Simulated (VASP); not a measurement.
# C in VASP: further runs

Runs on C. Level: PBE+D3(BJ). Tasks: single point.

Program: VASP 6.6.1. These are calculated values, not measurements. Logs are shortened: lines on timing, memory, paths and dates and some standing lists are left out, and cuts for length are marked.

## (1) The cell of the first run

The cell holds a slab with vacuum, 4 atoms: a = 2.466 Å, b = 2.466 Å, c = 17.500 Å, α = 90.00°, β = 90.00°, γ = 120.00°.

## (2) Single point, PBE+D3(BJ) (layers slid over each other)

File INCAR:

```
SYSTEM = C
PREC = Accurate
ENCUT = 520
EDIFF = 1E-6
ISMEAR = 0
SIGMA = 0.1
LREAL = .FALSE.
LASPH = .TRUE.
NELM = 60
ALGO = Normal
ISIF = 2
LWAVE = .FALSE.
LCHARG = .FALSE.
LDIPOL = .TRUE.
IDIPOL = 3
DIPOL = 0.5 0.5 0.345
GGA = PE
IVDW = 12
NBANDS = 16
```

File KPOINTS:

```
regular mesh
0
G
  15 15 1
  0 0 0
```

File POSCAR:

```
C
1.0
    2.4657189590      0.0000000000      0.0000000000
   -1.2328594795      2.1353752571      0.0000000000
    0.0000000000      0.0000000000     17.5000000000
C
4
Direct
    0.3333333333      0.6666666667      0.2571428571
    0.6666666667      0.3333333333      0.2571428571
    0.3333333333      1.0000000000      0.4320000000
    0.0000000000      1.3333333333      0.4320000000
```

Potentials or basis: VASP PAW PBE potentials, release 64 (C).

Started as:

```
> cat potpaw_PBE.64/C/POTCAR > POTCAR
> mpirun -np 1 vasp_std > vasp.out
```

OUTCAR:

```text
SYSTEM = C
   PREC = Accurate
   ENCUT = 520
   EDIFF = 1E-6
   ISMEAR = 0
   LREAL = .FALSE.
   LASPH = .TRUE.
   NELM = 60
   ISIF = 2
   GGA = PE
   IVDW = 12
 IVDW          = 12

 ion  position               nearest neighbor table
   1  0.333  0.667  0.257-   2 1.42   2 1.42   2 1.42
   2  0.667  0.333  0.257-   1 1.42   1 1.42   1 1.42
   3  0.333  0.000  0.432-   4 1.42   4 1.42   4 1.42
   4  0.000  0.333  0.432-   3 1.42   3 1.42   3 1.42

  LATTYP: Found a hexagonal cell.
 ALAT       =     2.4657189590
 C/A-ratio  =     7.0973214267

  Lattice vectors:

 A1 = (   2.4657189590,   0.0000000000,   0.0000000000)
 A2 = (  -1.2328594795,   2.1353752571,   0.0000000000)
 A3 = (   0.0000000000,   0.0000000000,  17.5000000000)

Analysis of symmetry for initial positions (statically):
=====================================================================
 Subroutine PRICEL returns:
 Original cell was already a primitive cell.

 Routine SETGRP: Setting up the symmetry group for a
 hexagonal supercell.

 Subroutine GETGRP returns: Found  4 space group operations
 (whereof  2 operations were pure point group operations)
 out of a pool of 24 trial point group operations.

The static configuration has the point symmetry C_1h.
 The point group associated with its full space group is C_2h.

Analysis of symmetry for dynamics (positions and initial velocities):
=====================================================================
 Subroutine PRICEL returns:
 Original cell was already a primitive cell.

 Routine SETGRP: Setting up the symmetry group for a
 hexagonal supercell.

 Subroutine GETGRP returns: Found  4 space group operations
 (whereof  2 operations were pure point group operations)
 out of a pool of 24 trial point group operations.

The dynamic configuration has the point symmetry C_1h.
 The point group associated with its full space group is C_2h.

 Subroutine INISYM returns: Found  4 space group operations
 (whereof  2 operations are pure point group operations),
 and found     1 'primitive' translations

----------------------------------------------------------------------------------------

                                     Primitive cell

  volume of cell :      92.1416

  direct lattice vectors                    reciprocal lattice vectors
     2.465718959  0.000000000  0.000000000     0.405561224  0.234150882  0.000000000
    -1.232859480  2.135375257  0.000000000     0.000000000  0.468301764  0.000000000
     0.000000000  0.000000000 17.500000000     0.000000000  0.000000000  0.057142857

  length of vectors
     2.465718959  2.465718959 17.500000000     0.468301764  0.468301764  0.057142857

  position of ions in fractional coordinates (direct lattice)
     0.333333333  0.666666667  0.257142857
     0.666666667  0.333333333  0.257142857
     0.333333333  0.000000000  0.432000000
     0.000000000  0.333333333  0.432000000

  ion indices of the primitive-cell ions
   primitive index   ion index
                 1           1
                 2           2
                 3           3
                 4           4

----------------------------------------------------------------------------------------

 KPOINTS: regular mesh

Automatic generation of k-mesh.
 Grid dimensions read from file:
 generate k-points for:   15   15    1

 Generating k-lattice:

  Cartesian coordinates                     Fractional coordinates (reciprocal lattice)
     0.027037415  0.015610059  0.000000000     0.066666667  0.000000000  0.000000000
     0.000000000  0.031220118  0.000000000     0.000000000  0.066666667  0.000000000
     0.000000000  0.000000000  0.057142857     0.000000000  0.000000000  1.000000000

  Length of vectors
     0.031220118  0.031220118  0.057142857

  Shift w.r.t. Gamma in fractional coordinates (k-lattice)
     0.000000000  0.000000000  0.000000000

 Subroutine IBZKPT returns following result:
 ===========================================

 Found     64 irreducible k-points:

 Following reciprocal coordinates:
            Coordinates               Weight
  0.000000  0.000000  0.000000      1.000000
  0.066667  0.000000  0.000000      4.000000
 -0.066667  0.066667  0.000000      2.000000
  0.133333  0.000000  0.000000      4.000000
 -0.133333  0.133333  0.000000      2.000000
  0.200000  0.000000  0.000000      4.000000
[... 16 lines left out ...]
 -0.266667  0.200000  0.000000      4.000000
  0.266667  0.066667  0.000000      4.000000
 [... further k-points ...]
   k-points           NKPTS =     64   k-points in BZ     NKDIM =     64   number of bands    NBANDS=     16
   number of dos      NEDOS =    301   number of ions     NIONS =      4
   total plane-waves  NPLWV =  45360
   dimension x,y,z NGX =    18 NGY =   18 NGZ =  140
   dimension x,y,z NGXF=    36 NGYF=   36 NGZF=  280
   ions per type =               4
   NGX,Y,Z   is equivalent  to a cutoff of  12.14, 12.14, 13.30 a.u.
   NGXF,Y,Z  is equivalent  to a cutoff of  24.27, 24.27, 26.60 a.u.
 SYSTEM =  C
   PREC   = accura    normal or accurate (medium, high low for compatibility)
   ISTART =      0    job   : 0-new  1-cont  2-samecut
   ICHARG =      2    charge: 1-file 2-atom 10-const
   ISPIN  =      1    spin polarized calculation?
   LNONCOLLINEAR =      F non collinear calculations
   LSORBIT =      F    spin-orbit coupling
   LASPH  =      T    aspherical Exc in radial PAW
   ENCUT  =  520.0 eV  38.22 Ry    6.18 a.u.   4.58  4.58 32.54*2*pi/ulx,y,z
   NELM   =     60;   NELMIN=  2; NELMDL= -5     # of ELM steps
   EDIFF  = 0.1E-05   stopping-criterion for ELM
   LREAL  =      F    real-space projection
   EDIFFG = 0.1E-04   stopping-criterion for IOM
   NSW    =      0    number of steps for IOM
   IBRION =     -1    ionic relax: 0-MD 1-quasi-New 2-CG
   NFREE  =      0    steps in history (QN), initial steepest desc. (CG)
   ISIF   =      2    stress and relaxation
   ISYM   =      2    0-nonsym 1-usesym 2-fastsym
   POTIM  = 0.5000    time-step for ionic-motion
   TEBEG  =    0.0;   TEEND  =   0.0 temperature during run
   PSTRESS=    0.0 pullay stress
   NELECT =      16.0000    total number of electrons
   NUPDOWN=      -1.0000    fix difference up-down
   EMIN   =  10.00;   EMAX   =-10.00  energy-range for DOS
   EFERMI =   0.00;   METHOD = LEGACY
   ISMEAR =     0;   SIGMA  =   0.10  broadening in eV -4-tet -1-fermi 0-gaus
   EFERMI_NEDOS =   21; number of points for ismear=-14 and -15
   IALGO  =     38    algorithm
   IMIX   =      4    mixing-type and parameters
     AMIX     =   0.40;   BMIX     =  1.00
     AMIX_MAG =   1.60;   BMIX_MAG =  1.00
  volume/ion in A,a.u.               =      23.04       155.45
  Fermi-wavevector in a.u.,A,eV,Ry     =   0.913334  1.725951 11.349690  0.834179
  Thomas-Fermi vector in A             =   2.037833
   LORBIT       =      0    0 simple, 1 ext, 2 COOP (PROOUT), +10 PAW based schemes
   GGA     = PE    functional components
   LHFCALC =     F    Hartree Fock is set to
   AEXX    =    0.0000 exact exchange contribution
   IVDW    =    12    specifies the selected vdW correction
   LEPSILON=     F    determine dielectric tensor
   LRPA    =     F    only Hartree local field effects (RPA)
 non-spin polarized calculation
 Gauss-broadening in eV      SIGMA  =   0.10
  energy-cutoff  :      520.00
  volume of cell :       92.14
 maximum number of plane-waves:      2521
   NGX =  9   NGY =  9   NGZ = 65

 dipolmoment           0.000000      0.000000      0.000283 electrons x Angstroem

 number of electron      15.9999998 magnetization

 dipolmoment           0.000000      0.000000     -0.000001 electrons x Angstroem

 Free energy of the ion-electron system (eV)
  ---------------------------------------------------
  ext. energy  EPLUGINS =         0.00000000
  ---------------------------------------------------
  free energy    TOTEN  =       -36.79626528 eV

  energy without entropy =      -36.79626524  energy(sigma->0) =      -36.79626526

 E-fermi :  -0.8813     XC(G=0):  -4.3709

 val. band max:       -1.2010669271   @ k =   0.3333   0.3333   0.0000
 cond. band min:      -0.5615408544   @ k =   0.3333   0.3333   0.0000
 fundamental gap:      0.6395260727
 Fermi energy:        -0.8812994056

 k-point     1 :       0.0000    0.0000    0.0000
  band No.  band energies     occupation
      1     -20.5291      2.00000
      2     -20.2304      2.00000
      3      -9.1941      2.00000
      4      -7.6879      2.00000
      5      -3.8982      2.00000
      6      -3.8974      2.00000
[... 8 lines left out ...]
     15       7.4338      0.00000
     16       7.4879      0.00000

 k-point     2 :       0.0667    0.0000    0.0000
  band No.  band energies     occupation
      1     -20.4231      2.00000
      2     -20.1261      2.00000
      3      -9.0665      2.00000
      4      -7.5657      2.00000
      5      -4.3276      2.00000
      6      -4.2953      2.00000
[... 8 lines left out ...]
     15       7.5367      0.00000
     16       7.8993      0.00000

 k-point     3 :      -0.0667    0.0667    0.0000
  band No.  band energies     occupation
      1     -20.4231      2.00000
      2     -20.1261      2.00000
      3      -9.0668      2.00000
      4      -7.5654      2.00000
      5      -4.3281      2.00000
      6      -4.2951      2.00000
[... 8 lines left out ...]
     15       7.5235      0.00000
     16       7.8858      0.00000
[... 362 lines left out ...]
 k-point    23 :      -0.2667    0.2000    0.0000
  band No.  band energies     occupation
      1     -19.1616      2.00000
      2     -18.8842      2.00000
      3      -7.9154      2.00000
      4      -7.8200      2.00000
      5      -7.5642      2.00000
      6      -6.1283      2.00000
[... 8 lines left out ...]
     15       7.6395      0.00000
     16       7.7057      0.00000

 k-point    24 :       0.2667    0.0667    0.0000
  band No.  band energies     occupation
      1     -18.3317      2.00000
      2     -18.0685      2.00000
      3      -9.6513      2.00000
      4      -9.5161      2.00000
      5      -6.7176      2.00000
      6      -6.6702      2.00000
[... 8 lines left out ...]
     15       7.5109      0.00000
     16       8.6360      0.00000

 [... further k-points ...]

------------------------ aborting loop because EDIFF is reached ----------------------------------------

 vacuum level on the upper side and lower side of the slab       (xc-potential included)        -0.156        -0.158

 Edisp (eV)   -0.50983

 E8    (eV) :    -0.1540

  FORCE on cell =-STRESS in cart. coord.  units (eV):
  Direction    XX          YY          ZZ          XY          YZ          ZX
  --------------------------------------------------------------------------------------
  -------------------------------------------------------------------------------------
  Total       0.00183     0.05318     0.79736     0.04447    -0.15733    -0.09084
  in kB       0.03183     0.92465    13.86463     0.77320    -2.73571    -1.57947
  external pressure =        4.94 kB  Pullay stress =        0.00 kB

 VOLUME and BASIS-vectors are now :
 -----------------------------------------------------------------------------
  energy-cutoff  :      520.00
  volume of cell :       92.14
      direct lattice vectors                 reciprocal lattice vectors
     2.465718959  0.000000000  0.000000000     0.405561224  0.234150882  0.000000000
    -1.232859480  2.135375257  0.000000000     0.000000000  0.468301764  0.000000000
     0.000000000  0.000000000 17.500000000     0.000000000  0.000000000  0.057142857

 POSITION                                       TOTAL-FORCE (eV/Angst)
 -----------------------------------------------------------------------------------
     -0.00000      1.42358      4.50000         0.012391      0.027126     -0.134469
      1.23286      0.71179      4.50000         0.017296      0.024294     -0.134469
      0.82191      0.00000      7.56000        -0.012391     -0.027126      0.134469
     -0.41095      0.71179      7.56000        -0.017296     -0.024294      0.134469
 -----------------------------------------------------------------------------------
    total drift:                               -0.000000     -0.000000     -0.000032

  FREE ENERGIE OF THE ION-ELECTRON SYSTEM (eV)
  ---------------------------------------------------
  free  energy   TOTEN  =       -37.3060944131 eV

  energy  without entropy=      -37.3060943767  energy(sigma->0) =      -37.30609439

 vacuum level on the upper side and lower side of the slab         3.373         3.372
```

Run time: 3.1 min. Hardware: 1 thread of AMD EPYC 7R13, shared host; peak memory 0.21 GiB.

What came out:

```yaml
Free_energy: -37.3061 eV
Largest_force: 0.138 eV/Å
Dispersion_energy_per_atom: -0.127 eV
```

Forces on the atoms (eV/Å):
```
C    0.012  0.027 -0.134
C    0.017  0.024 -0.134
C   -0.012 -0.027  0.134
C   -0.017 -0.024  0.134
```

Caveat: the cell differs from its parent crystal (layers slid over each other).

## (3) Single point, PBE+D3(BJ) (layers slid over each other)

File INCAR:

```
SYSTEM = C
PREC = Accurate ; ENCUT = 520
EDIFF = 1E-6 ; ISMEAR = 0
SIGMA = 0.1 ; LREAL = .False.
LASPH = .True. ; NELM = 60
ALGO = Normal ; ISIF = 2
LWAVE = .False. ; LCHARG = .False.
LDIPOL = .True. ; IDIPOL = 3
DIPOL = 0.5 0.5 0.345 ; GGA = PE
IVDW = 12 ; NBANDS = 16
```

File KPOINTS:

```
regular mesh
0
Gamma
  15 15 1
  0 0 0
```

Changes to POSCAR since step 2:

```diff
@@ -10,3 +10,3 @@
     0.6666666667      0.3333333333      0.2571428571
-    0.3333333333      1.0000000000      0.4320000000
-    0.0000000000      1.3333333333      0.4320000000
+    0.3333333333      1.1666666667      0.4320000000
+    0.0000000000      1.5000000000      0.4320000000
```

Potentials or basis: VASP PAW PBE potentials, release 64 (C).

Started as:

```
> cat potpaw_PBE.64/C/POTCAR > POTCAR
> mpirun -np 1 vasp_std > vasp.out
```

Run time: 3 min. Hardware: 1 thread of AMD EPYC 7R13, shared host; peak memory 0.21 GiB.

It converged, with:

- Free energy: -37.2994 eV
- Largest force: 0.157 eV/Å
- Dispersion energy per atom: -0.127 eV

Forces in eV/Å, atoms in the order of the input:
```
C    0.031  0.018 -0.153
C    0.032  0.018 -0.138
C   -0.031 -0.018  0.153
C   -0.032 -0.018  0.138
```

Caveat: the cell differs from its parent crystal (layers slid over each other).

## (4) Single point, PBE+D3(BJ) (layers slid over each other)

File INCAR:

```
PREC = Accurate ; ENCUT = 520
EDIFF = 1E-6 ; ISMEAR = 0
SIGMA = 0.1 ; LREAL = F
LASPH = T ; NELM = 60
ALGO = Normal ; ISIF = 2
LWAVE = F ; LCHARG = F
LDIPOL = T ; IDIPOL = 3
DIPOL = 0.5 0.5 0.345 ; GGA = PE
IVDW = 12 ; NBANDS = 16
```

File KPOINTS:

```
regular mesh
0
Gamma
  15 15 1
```

Changes to POSCAR since step 3:

```diff
@@ -10,3 +10,3 @@
     0.6666666667      0.3333333333      0.2571428571
-    0.3333333333      1.1666666667      0.4320000000
-    0.0000000000      1.5000000000      0.4320000000
+    0.5000000000      1.3333333333      0.4320000000
+    0.1666666667      1.6666666667      0.4320000000
```

Started as:

```
> cat potpaw_PBE.64/C/POTCAR > POTCAR
> mpirun -np 1 vasp_std > vasp.out
```

It took 3.1 min on 1 thread of AMD EPYC 7R13, shared host; peak memory 0.21 GiB.

It converged, with:

| Item | Value |
| --- | --- |
| Free energy | -37.2768 eV |
| Largest force | 0.189 eV/Å |
| Dispersion energy per atom | -0.127 eV |

Forces on the atoms (eV/Å):
```
C    0.035 -0.003 -0.185
C    0.035  0.003 -0.185
C   -0.035  0.003  0.185
C   -0.035 -0.003  0.185
```

Caveat: the cell differs from its parent crystal (layers slid over each other).

## (5) Overview

| cell | largest force (eV/Å) |
| --- | --- |
| as given, atomic positions A | 0.14 |
| as given, atomic positions B | 0.16 |
| as given, atomic positions C | 0.19 |

Alike in all rows: task single point; level PBE+D3(BJ); potentials or basis VASP PAW PBE potentials, release 64 (C); no spin polarisation; k mesh 15 × 15 × 1; cutoff (eV) 520; smearing gaussian 0.1 eV.

Total energies depend on the potentials used, so only differences within one code and one set of settings carry meaning.
